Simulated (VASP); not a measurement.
Write the native input for VASP 6.6.1 that does the following.

| Property | Result |
| --- | --- |
| Task | single point |
| Functional | PBE |
| Potentials or basis | VASP PAW PBE potentials, release 64 (Mg, Se) |
| Cutoff | 520 eV |
| k mesh | 12 × 12 × 4 |
| Occupations | gaussian, width 0.02 eV |
| Spin | no spin polarisation |
| Dipole correction | no |
| Further INCAR settings | ALGO = Normal; EDIFF = 1e-06; NBANDS = 24 |

The structure of Mg3Se4 lies in POSCAR:

```
Mg3Se4
1.0
    4.0361528707      0.0000000000      0.0000000000
   -2.0180764354      3.4954109195      0.0000000000
    0.0000000000      0.0000000000     11.2609554102
Mg Se
3 4
Direct
    0.0000000000      0.0000000000      0.0000000000
    0.6666666667      0.3333333333      0.7182954627
    0.3333333333      0.6666666667      0.2817045373
    0.3333333333      0.6666666667      0.8619598593
    0.6666666667      0.3333333333      0.1380401407
    0.0000000000      0.0000000000      0.3935343141
    0.0000000000      0.0000000000      0.6064656859
```

The input as run:

INCAR

```
SYSTEM = Mg3Se4
PREC     = Accurate       ! precision mode
ENCUT    = 520            ! plane-wave cutoff, eV
EDIFF    = 1E-6           ! SCF threshold, eV
ISMEAR   = 0              ! smearing method
SIGMA    = 0.02           ! smearing width, eV
LREAL    = .False.        ! projectors in reciprocal space
LASPH    = .True.         ! aspherical terms in the spheres
NELM     = 60             ! most SCF steps
ALGO     = Normal         ! electronic algorithm
ISIF     = 2              ! what is computed and relaxed
LWAVE    = .False.        ! write WAVECAR
LCHARG   = .True.         ! write CHGCAR
GGA      = PE             ! functional
LELF     = .True.         ! ELF
LVHAR    = .True.       
NBANDS   = 24             ! bands
```

KPOINTS

```
regular mesh
0
Gamma
  12 12 4
  0 0 0
```

Potentials or basis: VASP PAW PBE potentials, release 64 (Mg, Se).

The run is started by

```bash
$ cat potpaw_PBE.64/Mg/POTCAR potpaw_PBE.64/Se/POTCAR > POTCAR
$ mpirun -np 1 vasp_std > vasp.out
```

It gave:

```yaml
Pressure: -0.1 GPa
Largest_force: 0.029 eV/Å
Band_gap_on_the_k_mesh: 0.71 eV
```

It took 7.6 min on 1 thread of AMD EPYC 7R13, with other jobs on the host, peak memory 0.37 GiB.
